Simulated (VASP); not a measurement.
K2LiAlF6 (lda):

```
K Li Al F
1.0
     0.00000    3.92100    3.92100
     3.92100    0.00000    3.92100
     3.92100    3.92100    0.00000
K Li Al F
2 1 1 6
Direct
  0.25000 0.25000 0.25000
  0.75000 0.75000 0.75000
  0.50000 0.50000 0.50000
  0.00000 0.00000 0.00000
  0.76890 0.23110 0.23110
  0.23110 0.76890 0.23110
  0.23110 0.76890 0.76890
  0.76890 0.23110 0.76890
  0.23110 0.23110 0.76890
  0.76890 0.76890 0.23110
```

```yaml
Program: VASP 6.6.1
Task: relaxation of cell and atoms
Functional: LDA
Potentials_or_basis: VASP PAW LDA potentials, release 64 (K_sv, Li_sv, Al, F)
Cutoff: 600 eV
k_mesh: 6 × 6 × 6
Occupations: gaussian, width 0.02 eV
Spin: no spin polarisation
```

At the start: pressure -3.9 GPa; volume 12.06 Å³/atom.

Q: How do energy, volume and symmetry change on relaxing?

A: Over 7 steps the energy falls by 14.5 meV/atom and the volume is 11.13 Å³/atom (-7.7 %); space group Fm-3m (No. 225, to 0.05 Å).

Step by step:
```csv
step,energy change (eV),largest force (eV/Å),pressure (GPa),volume (Å³)
1,0.0000,0.1688,-3.85,120.56
2,-0.0907,0.3864,-1.01,115.58
3,-0.1048,0.5109,0.80,112.91
4,-0.1440,0.0457,0.17,110.76
5,-0.1447,0.0150,0.23,111.00
6,-0.1448,0.0013,-0.04,111.35
7,-0.1449,0.0017,-0.01,111.29
```

Final structure:
```
K Li Al F
1.0
     0.00000    3.81773    3.81773
     3.81773    0.00000    3.81773
     3.81773    3.81773    0.00000
K Li Al F
2 1 1 6
Direct
  0.25000 0.25000 0.25000
  0.75000 0.75000 0.75000
  0.50000 0.50000 0.50000
  0.00000 0.00000 0.00000
  0.76353 0.23647 0.23647
  0.23647 0.76353 0.23647
  0.23647 0.76353 0.76353
  0.76353 0.23647 0.76353
  0.23647 0.23647 0.76353
  0.76353 0.76353 0.23647
```

Caveat: the cutoff is under 1.25 times the usual one of these potentials, so pressure, stress and relaxed cells hold a basis-set (Pulay) error.
